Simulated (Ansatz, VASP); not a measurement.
# One calculation of IrO2, two programs

The input INCAR:

```
  PREC = Accurate
  ENCUT = 600
  EDIFF = 1E-6
  ISMEAR = 0
  SIGMA = 0.15
  LREAL = False
  LASPH = True
  NELM = 120
  ALGO = Normal
  ISIF = 2
  LWAVE = False
  LCHARG = False
  GGA = PE
  NBANDS = 30
  GGA_COMPAT = False
```

KPOINTS

```
regular mesh
0
Gamma
  10 10 12
```

The input POSCAR:

```
IrO2
1.0
    4.5688985183      0.0000000000      0.0000000000
    0.0000000000      4.5688985183      0.0000000000
    0.0000000000      0.0000000000      3.1246696966
Ir O
2 4
Direct
    0.0000000000      0.0000000000      0.0000000000
    0.5000000000      0.5000000000      0.5000000000
    0.3010202665      0.3010202665      0.0000000000
    0.1989797335      0.8010202665      0.5000000000
    0.6989797335      0.6989797335      0.0000000000
    0.8010202665      0.1989797335      0.5000000000
```

Input for Ansatz:

```yaml
crystal:
  lattice:
    - [4.5688985183, 0.0, 0.0]
    - [0.0, 4.5688985183, 0.0]
    - [0.0, 0.0, 3.1246696966]
  atoms:
    - { symbol: Ir, position: [0.0, 0.0, 0.0] }
    - { symbol: Ir, position: [0.5, 0.5, 0.5] }
    - { symbol: O, position: [0.3010202665, 0.3010202665, 0.0] }
    - { symbol: O, position: [0.1989797335, 0.8010202665, 0.5] }
    - { symbol: O, position: [0.6989797335, 0.6989797335, 0.0] }
    - { symbol: O, position: [0.8010202665, 0.1989797335, 0.5] }
basis:
  ecutwfc: 520.0
kpoints:
  mp_grid: { grid: [10, 10, 12] }
hamiltonian:
  xc: pbe
  pseudopotentials: { kind: paw, azcp: { folder: soft_1 } }
scf:
  occupations: { method: gaussian, width: 0.15 }
output:
  forces: true
  stress: true
  eigenvalues: true
```

Alike in both runs: task single point; functional PBE; k mesh 10 × 10 × 12; occupations gaussian, width 0.15 eV; no spin polarisation.

|  | VASP | Ansatz |
| --- | --- | --- |
| version | VASP 6.6.1 | Ansatz 0.2.0 |
| potentials or method | VASP PAW PBE potentials, release 64 (Ir, O), cutoff 600 eV | scalar-relativistic, plane waves, PAW |
| valence electrons in the cell | 42 | 58 |

VASP gave:

- gap on the k mesh at the Fermi level (eV): none
- pressure (GPa): 3.2
- traceless stress, the component that is largest in VASP (GPa): 0.62
- rms of the force components (eV/Å): 0.504

Which values does Ansatz return?

gap on the k mesh at the Fermi level (eV): none; pressure (GPa): 1.2; traceless stress, the component that is largest in VASP (GPa): 0.49; rms of the force components (eV/Å): 0.488.

Atom by atom the forces differ by 0.016 eV/Å (rms over components). A gap of «none» marks a metal or a gap that the smearing closes. VASP's potentials hold 42 valence electrons a cell and Ansatz's 58, so a difference there can come from the potentials and not from the codes.

Spin-orbit coupling is off throughout.
